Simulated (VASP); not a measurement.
Wanted: the native input for a VASP 6.6.1 run.

```
Task                   : relaxation of cell and atoms
Functional             : PBE
Potentials or basis    : VASP PAW PBE potentials, release 64 (Pb_d, F)
Cutoff                 : 600 eV
k mesh                 : 6 × 6 × 6
Occupations            : gaussian, width 0.01 eV
Spin                   : no spin polarisation
Target pressure        : 40 GPa
Dipole correction      : no
Further INCAR settings : ALGO = Normal; EDIFF = 1e-06; IBRION = 2; EDIFFG = -0.03; NSW = 80; ISIF = 3
```

The structure of PbF2 (Fluorocronite) lies in POSCAR:

```
PbF2
1.0
    0.0000000000      2.9636600000      2.9636600000
    2.9636600000      0.0000000000      2.9636600000
    2.9636600000      2.9636600000      0.0000000000
Pb F
1 2
Direct
    0.0000000000      0.0000000000      0.0000000000
    0.2500000000      0.2500000000      0.2500000000
    0.7500000000      0.7500000000      0.7500000000
```

These files were run (other wordings do the same):

INCAR

```
SYSTEM = PbF2
PREC = Accurate
ENCUT = 600
EDIFF = 1E-6
ISMEAR = 0
SIGMA = 0.01
LREAL = .FALSE.
LASPH = .TRUE.
NELM = 60
ALGO = Normal
ISIF = 3
LWAVE = .FALSE.
LCHARG = .FALSE.
GGA = PE
IBRION = 2
NSW = 80
EDIFFG = -0.03
PSTRESS = 400.0
```

KPOINTS

```
regular mesh
0
G
  6 6 6
  0 0 0
```

Potentials or basis: VASP PAW PBE potentials, release 64 (Pb_d, F).

Launch:

```sh
$ cat potpaw_PBE.64/Pb_d/POTCAR potpaw_PBE.64/F/POTCAR > POTCAR
$ mpirun -np 1 vasp_std > vasp.out
```

It gave:

The relaxed volume is 13.37 Å³/atom and the relaxed cell is a = 3.842 Å, b = 3.842 Å, c = 3.842 Å, α = 60.00°, β = 60.00°, γ = 60.00°. The space group after relaxing (to 0.05 Å) is Fm-3m (No. 225) and the energy change on relaxing (the enthalpy is what falls) is +425.2 meV/atom. The ionic steps are 5 and the pressure after relaxing is 40.0 GPa. The band gap on the k mesh is 4.26 eV, indirect (least direct gap 4.40 eV).

Caveat: the cell is relaxed towards a set pressure, so the enthalpy falls and the energy may rise; the volume moved by over 15 % at a fixed basis, so the end points are rough; spin-orbit coupling is left out, which moves the levels of the heavy elements.

Run time: 58 s on 1 thread of AMD EPYC 9R45 96-Core Processor (Zen 5), with other jobs on the host, peak memory 0.19 GiB.
